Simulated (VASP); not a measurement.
KCl, 2 atoms in the cell. The structure is tetragonal, space group P4/mmm (No. 123). The conventional cell has a = 3.743 Å, b = 3.743 Å, c = 3.839 Å, α = 90.00°, β = 90.00°, γ = 90.00°. Within 4.3 Å of K (site symmetry 4/mmm) lie 8 Cl at 3.27 Å and 6 K at 3.74 to 3.84 Å. Within 4.3 Å of Cl (site symmetry 4/mmm) lie 8 K at 3.27 Å and 6 Cl at 3.74 to 3.84 Å.  This cell differs from its parent crystal: strain -0.025 along x and y, +0.000 along z.

```yaml
Program: VASP 6.6.1
Task: single point
Functional: PBEsol
Potentials_or_basis: VASP PAW PBE potentials, release 64 (K_sv, Cl)
Cutoff: 520 eV
k_mesh: 6 × 6 × 6
Occupations: gaussian, width 0.05 eV
Spin: no spin polarisation
Dipole_correction: no
Further_INCAR_settings: ALGO = Normal; EDIFF = 1e-06; NBANDS = 15
```

Potentials or basis: VASP PAW PBE potentials, release 64 (K_sv, Cl).

Run with:

```bash
$ cat potpaw_PBE.64/K_sv/POTCAR potpaw_PBE.64/Cl/POTCAR > POTCAR
$ mpirun -np 1 vasp_std > vasp.out
```

Hardware: 1 thread of Intel Xeon 8259CL, on a shared host.

Q: How long does it take, and how much memory?

A: It took 44 s on 1 thread of Intel Xeon 8259CL (shared host), peak memory 0.17 GiB. Counts: scf iterations 13, k points 40.
